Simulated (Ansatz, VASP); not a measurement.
Co: VASP beside Ansatz

File POSCAR:

```
Co
1.0
    0.0000000000      1.7573623084      1.7573623084
    1.7573623084      0.0000000000      1.7573623084
    1.7573623084      1.7573623084      0.0000000000
Co
1
Direct
    0.0000000000      0.0000000000      0.0000000000
```

The input INCAR.step1:

```
SYSTEM = Co
ALGO     = Normal         ! electronic algorithm
EDIFF    = 1E-5           ! SCF threshold, eV
ENCUT    = 660            ! plane-wave cutoff, eV
GGA      = PE             ! functional
GGA_COMPAT= .FALSE.      
ISMEAR   = -1             ! smearing method
ISPIN    = 2              ! spin polarisation
LASPH    = .TRUE.         ! aspherical terms in the spheres
LCHARG   = .FALSE.        ! write CHGCAR
LMAXMIX  = 4              ! l up to which the mixer works
LREAL    = .FALSE.        ! projectors in reciprocal space
LWAVE    = .TRUE.         ! write WAVECAR
MAGMOM   = 1.954          ! initial moments
NBANDS   = 14             ! bands
NELM     = 200            ! most SCF steps
PREC     = Accurate       ! precision mode
SIGMA    = 0.1            ! smearing width, eV
```

Contents of INCAR.step2:

```
SYSTEM = Co
ALGO     = Normal         ! electronic algorithm
EDIFF    = 1E-6           ! SCF threshold, eV
ENCUT    = 660            ! plane-wave cutoff, eV
GGA_COMPAT= .FALSE.      
ISIF     = 2              ! what is computed and relaxed
ISMEAR   = -1             ! smearing method
ISPIN    = 2              ! spin polarisation
ISTART   = 1            
LASPH    = .TRUE.         ! aspherical terms in the spheres
LCHARG   = .FALSE.        ! write CHGCAR
LMAXMIX  = 4              ! l up to which the mixer works
LMIXTAU  = .TRUE.       
LORBIT   = 11             ! projections on sites
LREAL    = .FALSE.        ! projectors in reciprocal space
LWAVE    = .FALSE.        ! write WAVECAR
MAGMOM   = 1.954          ! initial moments
METAGGA  = R2SCAN         ! meta-GGA
NBANDS   = 14             ! bands
NELM     = 200            ! most SCF steps
PREC     = Accurate       ! precision mode
SIGMA    = 0.1            ! smearing width, eV
```

KPOINTS

```
k-points
0
G
  8 8 8
  0 0 0
```

Input for Ansatz:

```yaml
crystal:
  lattice:
    - [0.0, 1.7573623084, 1.7573623084]
    - [1.7573623084, 0.0, 1.7573623084]
    - [1.7573623084, 1.7573623084, 0.0]
  atoms:
    - { symbol: Co, position: [0.0, 0.0, 0.0], spin: 1.954 }
hamiltonian:
  xc: r2scan
  pseudopotentials:
    kind: paw
    azcp:
      Co: "pseudopotentials/Co.paw.azcp"
basis:
  ecutwfc: 500
  fft_grid_basis: typed
kpoints:
  mp_grid: { grid: [8, 8, 8], shift: [0, 0, 0] }
magnetization:
  spin_polarized: true
scf:
  occupations: { method: fermi_dirac, width: 0.1 }
```

Alike in both runs: task single point; functional r2SCAN; k mesh 8 × 8 × 8; occupations fermi-dirac, width 0.1 eV; collinear spin.

|  | VASP | Ansatz |
| --- | --- | --- |
| version | VASP 6.6.1 | Ansatz 0.2.0 |
| potentials or method | VASP PAW PBE potentials, release 64 (Co), cutoff 660 eV | plane waves (500 eV) with PAW, scalar-relativistic |
| valence electrons in the cell | 9 | 17 |

|  | VASP | Ansatz | Ansatz less VASP |
| --- | --- | --- | --- |
| net moment per atom (μB) | 1.72 | 1.72 | +0.007 |
| size of the moment on the site where the two differ most (μB) | 1.77 | 1.84 | +0.064 |

VASP's potentials were made for PBE, not for r2SCAN. Site moments also hang on the region over which each program counts them. The functional is the same, so the differences come from potentials, cutoffs and numerics. VASP's potentials hold 9 valence electrons a cell and Ansatz's 17, so a difference there can come from the potentials and not from the codes. Ansatz's warnings: stability check not made.

The k mesh is coarse, so the values compare programs but aren't converged.
